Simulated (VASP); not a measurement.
# NaF (I4/mmm) in VASP: a series of runs

NaF is run at these levels: LDA; tasks: single point.

All numbers are computed with VASP 6.6.1; they aren't measurements. Logs are shortened: lines on timing, memory, paths and dates and some standing lists are left out, and cuts for length are marked.

### 1 The cell of the first run

Symmetry: I4/mmm, No. 139, tetragonal system. The conventional cell has a = 3.368 Å, b = 3.368 Å, c = 4.647 Å, α = 90.00°, β = 90.00°, γ = 90.00°. Na (site symmetry 4/mmm) has 6 F at 2.32 to 2.38 Å within 3.1 Å. Within 3.1 Å of F (site symmetry 4/mmm) lie 6 Na at 2.32 to 2.38 Å.

### 2 Single point, LDA (strain +0.025 along x and y, +0.000 along z)

Contents of INCAR:

```
PREC = Accurate ; ENCUT = 520
EDIFF = 1E-6 ; ISMEAR = 0
SIGMA = 0.05 ; LREAL = F
LASPH = T ; NELM = 80
ALGO = Normal ; ISIF = 2
LWAVE = F ; LCHARG = F
NBANDS = 14
```

Contents of KPOINTS:

```
regular mesh
0
Gamma
  8 8 8
```

Contents of POSCAR:

```
NaF
1.0
    0.0000000000      2.3813825000      2.3233000000
    2.3813825000      0.0000000000      2.3233000000
    2.3813825000      2.3813825000      0.0000000000
Na F
1 1
Direct
    0.0000000000      0.0000000000      0.0000000000
    0.5000000000      0.5000000000      0.5000000000
```

Potentials or basis: VASP PAW LDA potentials, release 64 (Na_pv, F).

The run is started by

```
$ cat potpaw_LDA.64/Na_pv/POTCAR potpaw_LDA.64/F/POTCAR > POTCAR
$ mpirun -np 1 vasp_std > vasp.out
```

OUTCAR:

```text
PREC = Accurate
   ENCUT = 520
   EDIFF = 1E-6
   ISMEAR = 0
   LREAL = F
   LASPH = T
   NELM = 80
   ISIF = 2

 ion  position               nearest neighbor table
   1  0.000  0.000  0.000-   2 2.32   2 2.32
   2  0.500  0.500  0.500-   1 2.32   1 2.32

  LATTYP: Found a body centered tetragonal cell.
 ALAT       =     3.3677834287
 C/A-ratio  =     1.3797205487

  Lattice vectors:

 A1 = (   0.0000000000,  -2.3813825000,  -2.3233000000)
 A2 = (   0.0000000000,   2.3813825000,  -2.3233000000)
 A3 = (   2.3813825000,   0.0000000000,   2.3233000000)

Analysis of symmetry for initial positions (statically):
=====================================================================
 Subroutine PRICEL returns:
 Original cell was already a primitive cell.

 Routine SETGRP: Setting up the symmetry group for a
 body centered tetragonal supercell.

 Subroutine GETGRP returns: Found 16 space group operations
 (whereof 16 operations were pure point group operations)
 out of a pool of 16 trial point group operations.

The static configuration has the point symmetry D_4h.

Analysis of symmetry for dynamics (positions and initial velocities):
=====================================================================
 Subroutine PRICEL returns:
 Original cell was already a primitive cell.

 Routine SETGRP: Setting up the symmetry group for a
 body centered tetragonal supercell.

 Subroutine GETGRP returns: Found 16 space group operations
 (whereof 16 operations were pure point group operations)
 out of a pool of 16 trial point group operations.

The dynamic configuration has the point symmetry D_4h.

 Subroutine INISYM returns: Found 16 space group operations
 (whereof 16 operations are pure point group operations),
 and found     1 'primitive' translations

----------------------------------------------------------------------------------------

                                     Primitive cell

  volume of cell :      26.3508

  direct lattice vectors                    reciprocal lattice vectors
     0.000000000  2.381382500  2.323300000    -0.209962070  0.209962070  0.215211122
     2.381382500  0.000000000  2.323300000     0.209962070 -0.209962070  0.215211122
     2.381382500  2.381382500  0.000000000     0.209962070  0.209962070 -0.215211122

  length of vectors
     3.326966411  3.326966411  3.367783429     0.366720560  0.366720560  0.366720560

  position of ions in fractional coordinates (direct lattice)
     0.000000000  0.000000000  0.000000000
     0.500000000  0.500000000  0.500000000

  ion indices of the primitive-cell ions
   primitive index   ion index
                 1           1
                 2           2

----------------------------------------------------------------------------------------

 KPOINTS: regular mesh

Automatic generation of k-mesh.
 Grid dimensions read from file:
 generate k-points for:    8    8    8

 Generating k-lattice:

  Cartesian coordinates                     Fractional coordinates (reciprocal lattice)
    -0.026245259  0.026245259  0.026901390     0.125000000  0.000000000  0.000000000
     0.026245259 -0.026245259  0.026901390     0.000000000  0.125000000  0.000000000
     0.026245259  0.026245259 -0.026901390     0.000000000  0.000000000  0.125000000

  Length of vectors
     0.045840070  0.045840070  0.045840070

  Shift w.r.t. Gamma in fractional coordinates (k-lattice)
     0.000000000  0.000000000  0.000000000

 Subroutine IBZKPT returns following result:
 ===========================================

 Found     59 irreducible k-points:

 Following reciprocal coordinates:
            Coordinates               Weight
  0.000000  0.000000  0.000000      1.000000
  0.125000  0.000000  0.000000      8.000000
  0.250000  0.000000  0.000000      8.000000
  0.375000  0.000000  0.000000      8.000000
  0.500000  0.000000  0.000000      4.000000
  0.125000  0.125000  0.000000      2.000000
[... 16 lines left out ...]
  0.250000  0.000000  0.125000     16.000000
  0.375000 -0.000000  0.125000     16.000000
 [... further k-points ...]
   k-points           NKPTS =     59   k-points in BZ     NKDIM =     59   number of bands    NBANDS=     14
   number of dos      NEDOS =    301   number of ions     NIONS =      2
   total plane-waves  NPLWV =  21952
   dimension x,y,z NGX =    28 NGY =   28 NGZ =   28
   dimension x,y,z NGXF=    56 NGYF=   56 NGZF=   56
   ions per type =               1   1
   NGX,Y,Z   is equivalent  to a cutoff of  13.99, 13.99, 13.82 a.u.
   NGXF,Y,Z  is equivalent  to a cutoff of  27.98, 27.98, 27.64 a.u.
 SYSTEM =  unknown system
   PREC   = accura    normal or accurate (medium, high low for compatibility)
   ISTART =      0    job   : 0-new  1-cont  2-samecut
   ICHARG =      2    charge: 1-file 2-atom 10-const
   ISPIN  =      1    spin polarized calculation?
   LNONCOLLINEAR =      F non collinear calculations
   LSORBIT =      F    spin-orbit coupling
   LASPH  =      T    aspherical Exc in radial PAW
   ENCUT  =  520.0 eV  38.22 Ry    6.18 a.u.   6.19  6.19  6.26*2*pi/ulx,y,z
   NELM   =     80;   NELMIN=  2; NELMDL= -5     # of ELM steps
   EDIFF  = 0.1E-05   stopping-criterion for ELM
   LREAL  =      F    real-space projection
   EDIFFG = 0.1E-04   stopping-criterion for IOM
   NSW    =      0    number of steps for IOM
   IBRION =     -1    ionic relax: 0-MD 1-quasi-New 2-CG
   NFREE  =      0    steps in history (QN), initial steepest desc. (CG)
   ISIF   =      2    stress and relaxation
   ISYM   =      2    0-nonsym 1-usesym 2-fastsym
   POTIM  = 0.5000    time-step for ionic-motion
   TEBEG  =    0.0;   TEEND  =   0.0 temperature during run
   PSTRESS=    0.0 pullay stress
   NELECT =      14.0000    total number of electrons
   NUPDOWN=      -1.0000    fix difference up-down
   EMIN   =  10.00;   EMAX   =-10.00  energy-range for DOS
   EFERMI =   0.00;   METHOD = LEGACY
   ISMEAR =     0;   SIGMA  =   0.05  broadening in eV -4-tet -1-fermi 0-gaus
   EFERMI_NEDOS =   21; number of points for ismear=-14 and -15
   IALGO  =     38    algorithm
   IMIX   =      4    mixing-type and parameters
     AMIX     =   0.40;   BMIX     =  1.00
     AMIX_MAG =   1.60;   BMIX_MAG =  1.00
  volume/ion in A,a.u.               =      13.18        88.91
  Fermi-wavevector in a.u.,A,eV,Ry     =   1.325927  2.505639 23.920166  1.758083
  Thomas-Fermi vector in A             =   2.455352
   LORBIT       =      0    0 simple, 1 ext, 2 COOP (PROOUT), +10 PAW based schemes
   GGA     = CA    functional components
   LHFCALC =     F    Hartree Fock is set to
   AEXX    =    0.0000 exact exchange contribution
   IVDW    =     0    specifies the selected vdW correction
   LEPSILON=     F    determine dielectric tensor
   LRPA    =     F    only Hartree local field effects (RPA)
 non-spin polarized calculation
 Gauss-broadening in eV      SIGMA  =   0.05
  energy-cutoff  :      520.00
  volume of cell :       26.35
 maximum number of plane-waves:       740
 NGX is ok and might be reduce to    28
   NGX = 13   NGY = 13   NGZ = 13

 number of electron      13.9999999 magnetization

 Free energy of the ion-electron system (eV)
  ---------------------------------------------------
  ext. energy  EPLUGINS =         0.00000000
  ---------------------------------------------------
  free energy    TOTEN  =        -9.25578407 eV

  energy without entropy =       -9.25578407  energy(sigma->0) =       -9.25578407

 E-fermi :  -2.5000     XC(G=0):  -9.6576

 val. band max:       -2.7471090893   @ k =   0.0000   0.0000   0.0000
 cond. band min:       2.9146433865   @ k =   0.0000   0.0000   0.0000
 fundamental gap:      5.6617524758
 Fermi energy:        -2.4999998502

 k-point     1 :       0.0000    0.0000    0.0000
  band No.  band energies     occupation
      1     -21.6811      2.00000
      2     -21.6811      2.00000
      3     -21.6741      2.00000
      4     -21.4159      2.00000
      5      -2.7535      2.00000
      6      -2.7471      2.00000
      7      -2.7471      2.00000
      8       2.9146      0.00000
      9      15.3374      0.00000
     10      15.3374      0.00000
     11      15.5097      0.00000
     12      18.0884      0.00000
     13      19.9052      0.00000
     14      20.5976      0.00000

 k-point     2 :       0.1250    0.0000    0.0000
  band No.  band energies     occupation
      1     -21.8632      2.00000
      2     -21.6831      2.00000
      3     -21.6782      2.00000
      4     -21.2114      2.00000
      5      -3.0406      2.00000
      6      -2.7852      2.00000
      7      -2.7842      2.00000
      8       3.4479      0.00000
      9      13.6758      0.00000
     10      15.5376      0.00000
     11      15.6761      0.00000
     12      19.3145      0.00000
     13      19.8194      0.00000
     14      19.9545      0.00000

 k-point     3 :       0.2500    0.0000    0.0000
  band No.  band energies     occupation
      1     -22.0818      2.00000
      2     -21.6881      2.00000
      3     -21.6812      2.00000
      4     -20.9456      2.00000
      5      -3.6244      2.00000
      6      -2.8723      2.00000
      7      -2.8661      2.00000
      8       4.7268      0.00000
      9      11.5976      0.00000
     10      15.9351      0.00000
     11      16.1772      0.00000
     12      18.6972      0.00000
     13      19.1646      0.00000
     14      20.3257      0.00000
[... 324 lines left out ...]
 k-point    23 :       0.2500    0.0000    0.1250
  band No.  band energies     occupation
      1     -22.0066      2.00000
      2     -21.6925      2.00000
      3     -21.6867      2.00000
      4     -21.0246      2.00000
      5      -3.4928      2.00000
      6      -2.8960      2.00000
      7      -2.8832      2.00000
      8       4.6146      0.00000
      9      12.0273      0.00000
     10      15.6509      0.00000
     11      15.7463      0.00000
     12      17.0689      0.00000
     13      20.6304      0.00000
     14      21.9056      0.00000

 k-point    24 :       0.3750   -0.0000    0.1250
  band No.  band energies     occupation
      1     -22.1450      2.00000
      2     -21.6986      2.00000
      3     -21.6918      2.00000
      4     -20.8417      2.00000
      5      -3.9324      2.00000
      6      -3.0153      2.00000
      7      -2.9652      2.00000
      8       6.0568      0.00000
      9      10.4656      0.00000
     10      15.2309      0.00000
     11      16.0164      0.00000
     12      17.2131      0.00000
     13      20.2788      0.00000
     14      21.7447      0.00000

 [... further k-points ...]

------------------------ aborting loop because EDIFF is reached ----------------------------------------

  FORCE on cell =-STRESS in cart. coord.  units (eV):
  Direction    XX          YY          ZZ          XY          YZ          ZX
  --------------------------------------------------------------------------------------
  -------------------------------------------------------------------------------------
  Total       -1.1083129     -1.1083129     -0.9125291      0.0000000      0.0000000     -0.0000000
  in kB      -67.3875049    -67.3875049    -55.4834806      0.0000000      0.0000000     -0.0000000
  external PRESSURE =     -63.4194968 kB  Pullay stress =       0.0000000 kB

 VOLUME and BASIS-vectors are now :
 -----------------------------------------------------------------------------
  energy-cutoff  :      520.00
  volume of cell :       26.35
      direct lattice vectors                 reciprocal lattice vectors
     0.000000000  2.381382500  2.323300000    -0.209962070  0.209962070  0.215211122
     2.381382500  0.000000000  2.323300000     0.209962070 -0.209962070  0.215211122
     2.381382500  2.381382500  0.000000000     0.209962070  0.209962070 -0.215211122

 POSITION                                       TOTAL-FORCE (eV/Angst)
 -----------------------------------------------------------------------------------
      0.00000      0.00000      0.00000         0.000000      0.000000      0.000000
      2.38138      2.38138      2.32330         0.000000     -0.000000      0.000000
 -----------------------------------------------------------------------------------
    total drift:                                0.000000      0.000000      0.000000

  FREE ENERGIE OF THE ION-ELECTRON SYSTEM (eV)
  ---------------------------------------------------
  free  energy   TOTEN  =        -9.2557840703 eV

  energy  without entropy=       -9.2557840703  energy(sigma->0) =       -9.25578407
```

Run time: 35 s. Hardware: 1 thread of Intel Xeon 8259CL, shared host; peak memory 0.14 GiB.

What came out:

```yaml
Free_energy: -9.2558 eV
Pressure: -6.3 GPa
Band_gap_on_the_k_mesh: 5.66 eV
```

Stress tensor (GPa, compression positive):
```
-6.74  0.00  0.00
 0.00 -6.74  0.00
 0.00  0.00 -5.55
```

Levels at points of the mesh, in eV from the valence-band top:
```tsv
k point	band 3	band 4	band 5	band 6	band 7	band 8	band 9	band 10	band 11	band 12
(0.00, 0.00, 0.00)	-18.93	-18.67	-0.01	0.00	0.00	5.66	18.08	18.08	18.26	20.84
(0.50, 0.00, 0.00)	-18.94	-17.94	-1.54	-0.25	-0.23	10.04	11.62	18.84	19.29	21.62
(0.50, 0.50, 0.00)	-18.98	-18.43	-1.22	-0.42	-0.42	12.50	12.51	12.77	18.41	18.41
(0.50, 0.00, 0.50)	-18.98	-18.44	-1.25	-0.40	-0.36	12.18	12.66	12.73	18.59	18.81
```

Caveat: the cell differs from its parent crystal (strain +0.025 along x and y, +0.000 along z); the cell stands under tension.

### 3 Single point, LDA (strain +0.025 along x and y, +0.050 along z)

Contents of INCAR:

```
SYSTEM = NaF
  PREC = Accurate
  ENCUT = 520
  EDIFF = 1E-6
  ISMEAR = 0
  SIGMA = 0.05
  LREAL = .False.
  LASPH = .True.
  NELM = 80
  ALGO = Normal
  ISIF = 2
  LWAVE = .False.
  LCHARG = .True.
  LELF = .True.
  LVHAR = .True.
  NBANDS = 14
```

Contents of KPOINTS:

```
regular mesh
0
Gamma
  8 8 8
  0 0 0
```

Contents of POSCAR:

```
NaF
1.0
    0.0000000000      2.3813825000      2.4394650000
    2.3813825000      0.0000000000      2.4394650000
    2.3813825000      2.3813825000      0.0000000000
Na F
1 1
Direct
    0.0000000000      0.0000000000      0.0000000000
    0.5000000000      0.5000000000      0.5000000000
```

Potentials or basis: VASP PAW LDA potentials, release 64 (Na_pv, F).

The run is started by

```
$ cat potpaw_LDA.64/Na_pv/POTCAR potpaw_LDA.64/F/POTCAR > POTCAR
$ mpirun -np 1 vasp_std > vasp.out
```

It took 27 s on 1 thread of Intel Xeon 8259CL, shared host; peak memory 0.14 GiB.

It converged, with:

```yaml
Free_energy: -9.2003 eV
Pressure: -7.6 GPa
Band_gap_on_the_k_mesh: 5.43 eV
```

Stress tensor (GPa, compression positive):
```
-7.38  0.00  0.00
 0.00 -7.38  0.00
 0.00  0.00 -8.03
```

Levels at points of the mesh, in eV from the valence-band top:
| k point | band 4 | band 5 | band 6 | band 7 | band 8 | band 9 | band 10 | band 11 |
| --- | --- | --- | --- | --- | --- | --- | --- | --- |
| (0.00, 0.00, 0.00) | -18.60 | -0.01 | -0.01 | 0.00 | 5.43 | 17.69 | 17.86 | 17.86 |
| (0.50, 0.00, 0.00) | -18.02 | -1.44 | -0.23 | -0.21 | 9.76 | 11.23 | 18.35 | 18.77 |
| (0.50, 0.50, 0.00) | -18.40 | -1.19 | -0.35 | -0.35 | 11.71 | 12.18 | 12.63 | 18.20 |
| (0.50, 0.00, 0.50) | -18.39 | -1.16 | -0.41 | -0.36 | 12.02 | 12.29 | 12.42 | 17.82 |

Caveat: the cell differs from its parent crystal (strain +0.025 along x and y, +0.050 along z); the cell stands under tension.

### 4 Single point, LDA (strain +0.050 along x and y, +0.025 along z)

Contents of INCAR:

```
PREC     = Accurate       # precision mode
ENCUT    = 520            # plane-wave cutoff, eV
EDIFF    = 1E-7           # SCF threshold, eV
ISMEAR   = 0              # smearing method
SIGMA    = 0.05           # smearing width, eV
LREAL    = False          # projectors in reciprocal space
LASPH    = True           # aspherical terms in the spheres
NELM     = 80             # most SCF steps
ALGO     = Normal         # electronic algorithm
ISIF     = 2              # what is computed and relaxed
LWAVE    = False          # write WAVECAR
LCHARG   = True           # write CHGCAR
LELF     = True           # ELF
LVHAR    = True         
NBANDS   = 14             # bands
```

Contents of KPOINTS:

```
Automatic mesh
0
Gamma
  8 8 8
```

Contents of POSCAR:

```
NaF
1.0
    0.0000000000      2.4394650000      2.3813825000
    2.4394650000      0.0000000000      2.3813825000
    2.4394650000      2.4394650000      0.0000000000
Na F
1 1
Direct
    0.0000000000      0.0000000000      0.0000000000
    0.5000000000      0.5000000000      0.5000000000
```

The run is started by

```
$ cat potpaw_LDA.64/Na_pv/POTCAR potpaw_LDA.64/F/POTCAR > POTCAR
$ mpirun -np 1 vasp_std > vasp.out
```

Wall time 30 s (1 thread of Intel Xeon 8259CL, shared host); peak memory 0.15 GiB.

The run converged. Its results:

* Free energy: -9.1682 eV
* Pressure: -8.1 GPa
* Band gap on the k mesh: 5.32 eV

Stress tensor (GPa, compression positive):
```
-8.26  0.00  0.00
 0.00 -8.26  0.00
 0.00  0.00 -7.66
```

Levels at points of the mesh, in eV from the valence-band top:
```tsv
k point	band 3	band 4	band 5	band 6	band 7	band 8	band 9	band 10	band 11	band 12
(0.00, 0.00, 0.00)	-19.16	-18.56	-0.01	0.00	0.00	5.32	17.59	17.59	17.75	20.19
(0.50, 0.00, 0.00)	-19.17	-18.05	-1.40	-0.21	-0.20	9.63	11.05	18.11	18.53	20.81
(0.50, 0.50, 0.00)	-19.20	-18.36	-1.12	-0.38	-0.38	11.94	12.12	12.26	17.55	17.55
(0.50, 0.00, 0.50)	-19.19	-18.37	-1.14	-0.37	-0.33	11.64	12.00	12.48	17.73	17.92
```

Caveat: the cell differs from its parent crystal (strain +0.050 along x and y, +0.025 along z); the cell stands under tension.

### 5 Summary

| cell | gap on the mesh (eV) | pressure (GPa) |
| --- | --- | --- |
| a = 3.327, b = 3.327, c = 3.368 Å, angles 59.6, 59.6, 60.8°, 2 atoms | 5.66 | -6.3 |
| a = 3.409, b = 3.409, c = 3.368 Å, angles 60.4, 60.4, 59.2°, 2 atoms | 5.43 | -7.6 |
| a = 3.409, b = 3.409, c = 3.450 Å, angles 59.6, 59.6, 60.8°, 2 atoms | 5.32 | -8.1 |

Alike in all rows: task single point; level LDA; potentials or basis VASP PAW LDA potentials, release 64 (Na_pv, F); no spin polarisation; k mesh 8 × 8 × 8; cutoff (eV) 520; smearing gaussian 0.05 eV.

Caveats: the cell stands under tension.

Absolute energies hang on the potentials; compare differences alone.
